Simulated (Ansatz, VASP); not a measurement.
**Zr: VASP beside Ansatz**

```xyz
3
Lattice="3.9163 0.0000 0.0000 -1.9582 3.3916 0.0000 0.0000 0.0000 2.2462" Properties=species:S:1:pos:R:3 pbc="T T T"
Zr    0.0000    0.0000    0.0000
Zr    0.0000    2.2611    1.1231
Zr    1.9582    1.1305    1.1231
```

Change from the starting cell: volume scaled by 0.43, crystal datasets.

Alike in both runs: task single point; functional PBE; k mesh 8 × 8 × 11; occupations fermi-dirac, width 0.1 eV; no spin polarisation.

```csv
,VASP,Ansatz
version,VASP 6.6.1,Ansatz 0.2.0
potentials or method,"VASP PAW PBE potentials, release 64 (Zr_sv), cutoff 520 eV","all-electron PAW with datasets made for the crystal, scalar-relativistic"
```

|  | VASP | Ansatz | Ansatz less VASP |
| --- | --- | --- | --- |
| pressure (GPa) | 325.7 | 321.7 | -4.00 |
| traceless stress, the component that is largest in VASP (GPa) | 1.24 | -0.06 | -1.304 |

Both programs put the cell under a high pressure, so it lies far from rest at this level. Ansatz ran all-electron here, and VASP with PAW potentials.

Noted on VASP's run: the cell as given lies far from equilibrium.
